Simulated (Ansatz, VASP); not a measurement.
# One calculation of Cu, two programs

File INCAR:

```
PREC = Accurate ; ENCUT = 520
EDIFF = 1E-7 ; ISMEAR = 0
SIGMA = 0.15 ; LREAL = F
LASPH = T ; NELM = 80
ALGO = Fast ; ISIF = 2
LWAVE = F ; LCHARG = F
GGA = PE ; NBANDS = 12
```

File KPOINTS:

```
Automatic mesh
0
Gamma
  22 22 22
```

Contents of POSCAR:

```
Cu
1.0
    0.0000000000      1.5703560000      1.8075000000
    2.0446440000      0.0000000000      1.8075000000
    2.0446440000      1.5703560000      0.0000000000
Cu
1
Direct
    0.0000000000      0.0000000000      0.0000000000
```

Input for Ansatz:

```yaml
crystal:
  lattice:
    - [0.0, 1.570356, 1.8075]
    - [2.044644, 0.0, 1.8075]
    - [2.044644, 1.570356, 0.0]
  atoms:
    - { symbol: Cu, position: [0.0, 0.0, 0.0] }
basis:
  ecutwfc: 420
kpoints:
  mp_grid: { grid: [22, 22, 22] }
hamiltonian:
  xc: pbe
scf:
  occupations: { method: gaussian, width: 0.15 }
output:
  forces: true
  stress: true
  eigenvalues: true
```

Change from the starting cell: strain +0.1312 x Voigt [1, -1, 0, 0, 0, 0], atoms carried along.

Alike in both runs: task single point; functional PBE; k mesh 22 × 22 × 22; occupations gaussian, width 0.15 eV; no spin polarisation.

```csv
,VASP,Ansatz
version,VASP 6.6.1,Ansatz 0.2.0
potentials or method,"VASP PAW PBE potentials, release 64 (Cu), cutoff 520 eV","scalar-relativistic, plane waves, PAW"
valence electrons in the cell,11,19
```

VASP gave:

```
gap on the k mesh at the Fermi level (eV)                     : none
pressure (GPa)                                                : 7.4
traceless stress, the component that is largest in VASP (GPa) : -11.52
```

Task: Which values does Ansatz return?

Result: gap on the k mesh at the Fermi level (eV): none; pressure (GPa): 6.5; traceless stress, the component that is largest in VASP (GPa): -11.63.

A gap of «none» marks a metal or a gap that the smearing closes. VASP's potentials hold 11 valence electrons a cell and Ansatz's 19, so a difference there can come from the potentials and not from the codes.
